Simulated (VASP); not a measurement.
Input of a VASP 6.6.1 run:

Contents of INCAR:

```
PREC = Accurate
ENCUT = 520
EDIFF = 1E-7
ISMEAR = -1
SIGMA = 0.05
LREAL = F
LASPH = T
NELM = 100
ALGO = Normal
ISIF = 2
LWAVE = F
LCHARG = F
GGA = RP
NBANDS = 10
```

File KPOINTS:

```
regular mesh
0
Gamma
  9 9 9
```

Contents of POSCAR:

```
Cs
1.0
   -2.3580537015      2.3580537015      2.3580537015
    2.3580537015     -2.3580537015      2.3580537015
    2.3580537015      2.3580537015     -2.3580537015
Cs
1
Direct
    0.0000000000      0.0000000000      0.0000000000
```

Potentials or basis: VASP PAW PBE potentials, release 64 (Cs_sv).

Run with:

```console
$ cat potpaw_PBE.64/Cs_sv/POTCAR > POTCAR
$ mpirun -np 1 vasp_std > vasp.out
```

(1) What does it give for the pressure?

Results:

(1) 5.5 GPa.

Caveat: the PAW data sets were made with another functional, which shifts forces and pressure a little.
